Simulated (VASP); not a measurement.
# HfO2 (Fm-3m) in VASP: a series of runs, part 2 of 2

VASP 6.6.1. Earlier steps stand in the parts before.

## Step 3: Single point, LDA (volume scaled by 0.96)

File INCAR:

```
PREC = Accurate
ENCUT = 520
EDIFF = 1E-6
ISMEAR = -1
SIGMA = 0.05
LREAL = F
LASPH = T
NELM = 100
ALGO = Normal
ISIF = 2
LWAVE = F
LCHARG = T
GGA = CA
LELF = T
LVHAR = T
NBANDS = 18
```

File KPOINTS:

```
Automatic mesh
0
Gamma
  9 9 9
```

File POSCAR:

```
HfO2
1.0
    0.0000000000      2.5229349520      2.5229349520
    2.5229349520      0.0000000000      2.5229349520
    2.5229349520      2.5229349520      0.0000000000
Hf O
1 2
Direct
    0.0000000000      0.0000000000      0.0000000000
    0.7500000000      0.7500000000      0.7500000000
    0.2500000000      0.2500000000      0.2500000000
```

Potentials or basis: VASP PAW LDA potentials, release 64 (Hf_pv, O).

Launch:

```sh
$ cat potpaw_LDA.64/Hf_pv/POTCAR potpaw_LDA.64/O/POTCAR > POTCAR
$ mpirun -np 1 vasp_std > vasp.out
```

OUTCAR:

```text
PREC = Accurate
   ENCUT = 520
   EDIFF = 1E-6
   ISMEAR = -1
   LREAL = F
   LASPH = T
   NELM = 100
   ISIF = 2
   GGA = CA

 ion  position               nearest neighbor table
   1  0.000  0.000  0.000-   2 2.18   2 2.18   2 2.18   2 2.18   3 2.18   3 2.18   3 2.18   3 2.18

   2  0.750  0.750  0.750-   1 2.18   1 2.18   1 2.18   1 2.18
   3  0.250  0.250  0.250-   1 2.18   1 2.18   1 2.18   1 2.18

  LATTYP: Found a face centered cubic cell.
 ALAT       =     5.0458699040

  Lattice vectors:

 A1 = (   0.0000000000,   2.5229349520,   2.5229349520)
 A2 = (   2.5229349520,   0.0000000000,   2.5229349520)
 A3 = (   2.5229349520,   2.5229349520,   0.0000000000)

Analysis of symmetry for initial positions (statically):
=====================================================================
 Subroutine PRICEL returns:
 Original cell was already a primitive cell.

 Routine SETGRP: Setting up the symmetry group for a
 face centered cubic supercell.

 Subroutine GETGRP returns: Found 48 space group operations
 (whereof 48 operations were pure point group operations)
 out of a pool of 48 trial point group operations.

The static configuration has the point symmetry O_h .

Analysis of symmetry for dynamics (positions and initial velocities):
=====================================================================
 Subroutine PRICEL returns:
 Original cell was already a primitive cell.

 Routine SETGRP: Setting up the symmetry group for a
 face centered cubic supercell.

 Subroutine GETGRP returns: Found 48 space group operations
 (whereof 48 operations were pure point group operations)
 out of a pool of 48 trial point group operations.

The dynamic configuration has the point symmetry O_h .

 Subroutine INISYM returns: Found 48 space group operations
 (whereof 48 operations are pure point group operations),
 and found     1 'primitive' translations

----------------------------------------------------------------------------------------

[... 113 lines left out ...]
     AMIX     =   0.40;   BMIX     =  1.00
     AMIX_MAG =   1.60;   BMIX_MAG =  1.00
  volume/ion in A,a.u.               =      10.71        72.25
  Fermi-wavevector in a.u.,A,eV,Ry     =   1.443111  2.727084 28.335068  2.082569
  Thomas-Fermi vector in A             =   2.561555
   LORBIT       =      0    0 simple, 1 ext, 2 COOP (PROOUT), +10 PAW based schemes
   GGA     = CA    functional components
   LHFCALC =     F    Hartree Fock is set to
   AEXX    =    0.0000 exact exchange contribution
   IVDW    =     0    specifies the selected vdW correction
   LEPSILON=     F    determine dielectric tensor
   LRPA    =     F    only Hartree local field effects (RPA)
 non-spin polarized calculation
  energy-cutoff  :      520.00
  volume of cell :       32.12
 maximum number of plane-waves:       893
   NGX = 13   NGY = 13   NGZ = 13

 number of electron      21.9999992 magnetization

 Free energy of the ion-electron system (eV)
  ---------------------------------------------------
  ext. energy  EPLUGINS =         0.00000000
  ---------------------------------------------------
  free energy    TOTEN  =       -33.03317990 eV

  energy without entropy =      -33.03317990  energy(sigma->0) =      -33.03317990

 E-fermi :   5.1909     XC(G=0): -12.3876

 val. band max:        4.1266750918   @ k =  -0.4444   0.4444   0.0000
 cond. band min:       7.8744584557   @ k =   0.4444   0.4444   0.0000
 fundamental gap:      3.7477833638
 Fermi energy:         5.1908891559

 k-point     1 :       0.0000    0.0000    0.0000
  band No.  band energies     occupation
      1     -25.2499      2.00000
      2     -25.2499      2.00000
      3     -25.2499      2.00000
      4     -14.3852      2.00000
      5     -11.1497      2.00000
      6      -1.3163      2.00000
[... 481 lines left out ...]
      5     -12.1299      2.00000
      6      -2.3459      2.00000
[... 10 lines left out ...]
     17      16.1862      0.00000
     18      16.8594      0.00000

 [... further k-points ...]

------------------------ aborting loop because EDIFF is reached ----------------------------------------

  FORCE on cell =-STRESS in cart. coord.  units (eV):
  Direction    XX          YY          ZZ          XY          YZ          ZX
  --------------------------------------------------------------------------------------
  -------------------------------------------------------------------------------------
  Total       -2.0423775     -2.0423775     -2.0423775      0.0000000     -0.0000000     -0.0000000
  in kB     -101.8822321   -101.8822321   -101.8822321      0.0000000     -0.0000000     -0.0000000
  external PRESSURE =    -101.8822321 kB  Pullay stress =       0.0000000 kB

 VOLUME and BASIS-vectors are now :
 -----------------------------------------------------------------------------
  energy-cutoff  :      520.00
  volume of cell :       32.12
      direct lattice vectors                 reciprocal lattice vectors
     0.000000000  2.522934952  2.522934952    -0.198181883  0.198181883  0.198181883
     2.522934952  0.000000000  2.522934952     0.198181883 -0.198181883  0.198181883
     2.522934952  2.522934952  0.000000000     0.198181883  0.198181883 -0.198181883

 POSITION                                       TOTAL-FORCE (eV/Angst)
 -----------------------------------------------------------------------------------
      0.00000      0.00000      0.00000        -0.000000      0.000000      0.000000
      3.78440      3.78440      3.78440        -0.000000      0.000000     -0.000000
      1.26147      1.26147      1.26147         0.000000     -0.000000     -0.000000
 -----------------------------------------------------------------------------------
    total drift:                                0.000000      0.000000      0.000000

  FREE ENERGIE OF THE ION-ELECTRON SYSTEM (eV)
  ---------------------------------------------------
  free  energy   TOTEN  =       -33.0331798995 eV

  energy  without entropy=      -33.0331798995  energy(sigma->0) =      -33.03317990
```

OSZICAR:

```text
N       E                     dE             d eps       ncg     rms          rms(c)
DAV:   1     0.909201693130E+02    0.90920E+02   -0.12707E+04  1260   0.121E+03
DAV:   2    -0.347447614780E+02   -0.12566E+03   -0.12087E+03  1618   0.288E+02
DAV:   3    -0.386463124802E+02   -0.39016E+01   -0.38869E+01  1474   0.454E+01
DAV:   4    -0.386678217371E+02   -0.21509E-01   -0.21504E-01  1568   0.375E+00
DAV:   5    -0.386679449777E+02   -0.12324E-03   -0.12324E-03  1458   0.266E-01    0.510E+01
DAV:   6    -0.332669996411E+02    0.54009E+01   -0.19805E+01  1290   0.318E+01    0.438E+01
DAV:   7    -0.331042017364E+02    0.16280E+00   -0.69293E-01  1436   0.685E+00    0.299E+01
DAV:   8    -0.330555396372E+02    0.48662E-01   -0.30612E-01  1388   0.474E+00    0.916E+00
DAV:   9    -0.330336283347E+02    0.21911E-01   -0.67165E-02  1376   0.210E+00    0.282E+00
DAV:  10    -0.330331825191E+02    0.44582E-03   -0.20891E-03  1426   0.340E-01    0.491E-01
DAV:  11    -0.330331795541E+02    0.29650E-05   -0.12835E-04  1476   0.982E-02    0.577E-02
DAV:  12    -0.330331798995E+02   -0.34540E-06   -0.24253E-06  1484   0.123E-02
   1 F= -.33033180E+02 E0= -.33033180E+02  d E =-.229145E-10
```

stdout:

```text
POSCAR found type information on POSCAR HfO
 POSCAR found :  2 types and       3 ions
 scaLAPACK will be used
 LDA part: xc-table for (Slater(with rela. corr.)+CA(PZ))
 , standard interpolation
 POSCAR, INCAR and KPOINTS ok, starting setup
 FFT: planning ... GRIDC
 FFT: planning ... GRID_SOFT
 FFT: planning ... GRID
 WAVECAR not read
 entering main loop
```

Run time: 8.2 s. Hardware: 1 thread of Intel Xeon 6975P-C (Granite Rapids), shared host; peak memory 0.15 GiB.

What came out:

```
Free energy            : -33.0332 eV
Pressure               : -10.2 GPa
Band gap on the k mesh : 3.75 eV, indirect (least direct gap 3.87 eV)
```

Caveat: spin-orbit coupling is left out, which moves the levels of the heavy elements. A k mesh can miss the band edges.

## Step 4: Single point, PBEsol (volume scaled by 0.94)

File INCAR:

```
PREC = Accurate ; ENCUT = 520
EDIFF = 1E-7 ; ISMEAR = -1
SIGMA = 0.05 ; LREAL = F
LASPH = T ; NELM = 80
ALGO = Normal ; ISIF = 2
LWAVE = F ; LCHARG = F
GGA = PS ; NBANDS = 18
```

File KPOINTS:

```
regular mesh
0
Gamma
  9 9 9
```

File POSCAR:

```
HfO2
1.0
    0.0000000000      2.5052914730      2.5052914730
    2.5052914730      0.0000000000      2.5052914730
    2.5052914730      2.5052914730      0.0000000000
Hf O
1 2
Direct
    0.0000000000      0.0000000000      0.0000000000
    0.7500000000      0.7500000000      0.7500000000
    0.2500000000      0.2500000000      0.2500000000
```

Potentials or basis: VASP PAW PBE potentials, release 64 (Hf_pv, O).

Launch:

```sh
$ cat potpaw_PBE.64/Hf_pv/POTCAR potpaw_PBE.64/O/POTCAR > POTCAR
$ mpirun -np 1 vasp_std > vasp.out
```

Wall time 9.6 s (1 thread of Intel Xeon 6975P-C (Granite Rapids), shared host); peak memory 0.16 GiB.

It converged, with:

| Property | Result |
| --- | --- |
| Free energy | -31.6358 eV |
| Pressure | 1.6 GPa |
| Band gap on the k mesh | 3.88 eV, indirect (least direct gap 4.01 eV) |

Levels at points of the mesh, in eV from the valence-band top:
| k point | band 7 | band 8 | band 9 | band 10 | band 11 | band 12 | band 13 | band 14 | band 15 | band 16 |
| --- | --- | --- | --- | --- | --- | --- | --- | --- | --- | --- |
| (0.00, 0.00, 0.00) | -5.57 | -5.57 | -0.58 | -0.58 | -0.58 | 3.91 | 3.91 | 5.98 | 10.93 | 10.93 |

Caveat: the PAW data sets were made with another functional, which shifts forces and pressure a little; spin-orbit coupling is left out, which moves the levels of the heavy elements. A k mesh can miss the band edges.

## Step 5: Summary

| level | potentials or basis | cell | gap on the mesh (eV) | pressure (GPa) |
| --- | --- | --- | --- | --- |
| LDA | VASP PAW LDA potentials, release 64 (Hf_pv, O) | a = 3.543 Å, angles 60.0°, 3 atoms | 3.81 | -4.8 |
| LDA | VASP PAW LDA potentials, release 64 (Hf_pv, O) | a = 3.568 Å, angles 60.0°, 3 atoms | 3.75 | -10.2 |
| PBEsol | VASP PAW PBE potentials, release 64 (Hf_pv, O) | a = 3.543 Å, angles 60.0°, 3 atoms | 3.88 | 1.6 |

Alike in all rows: task single point; no spin polarisation; k mesh 9 × 9 × 9; cutoff (eV) 520; smearing fermi-dirac 0.05 eV.

Caveats: spin-orbit coupling is left out, which moves the levels of the heavy elements; the PAW data sets were made with another functional, which shifts forces and pressure a little (some runs).

Total energies depend on the potentials used, so only differences within one code and one set of settings carry meaning.
